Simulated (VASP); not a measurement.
Crystal: Na2Cl.

```xyz
3
Lattice="1.9674 1.1359 6.7291 -1.9674 1.1359 6.7291 0.0000 -2.2717 6.7291" Properties=species:S:1:pos:R:3 pbc="T T T"
Na    0.0000    0.0000   15.1621
Na    0.0000    0.0000    5.0251
Cl    0.0000    0.0000    0.0000
```

| Property | Result |
| --- | --- |
| Program | VASP 6.6.1 |
| Task | relaxation of cell and atoms |
| Functional | PBEsol |
| Potentials or basis | VASP PAW PBE potentials, release 64 (Na_pv, Cl) |
| Cutoff | 500 eV |
| k mesh | 6 × 6 × 6 |
| Occupations | fermi-dirac, width 0.02 eV |
| Spin | no spin polarisation |

At the start: pressure -0.6 GPa; volume 30.07 Å³/atom.

Task: Where does the relaxation end?

Result: Over 8 steps the energy falls by 3.0 meV/atom and the volume is 28.58 Å³/atom (-5.0 %); space group R-3m (No. 166, to 0.05 Å).

Step by step:
```
step  energy change (eV)  largest force (eV/Å)  pressure (GPa)  volume (Å³)
   1              0.0000                0.0086           -0.62        90.22
   2             -0.0048                0.0190           -0.40        88.70
   3             -0.0073                0.0717            0.10        86.08
   4             -0.0074                0.0613            0.01        86.57
   5             -0.0080                0.0514           -0.01        86.43
   6             -0.0089                0.0215            0.00        86.01
   7             -0.0090                0.0101           -0.02        85.85
   8             -0.0090                0.0077            0.00        85.74
```

Final structure:
```xyz
3
Lattice="1.9273 1.1128 6.6631 -1.9273 1.1128 6.6631 0.0000 -2.2255 6.6631" Properties=species:S:1:pos:R:3 pbc="T T T"
Na    0.0000    0.0000   15.0337
Na    0.0000    0.0000    4.9558
Cl    0.0000    0.0000    0.0000
```

Caveat: the PAW data sets were made with another functional, which shifts forces and pressure a little; an odd number of electrons without spin polarisation forces a metal; a magnetic or distorted state may lie lower.
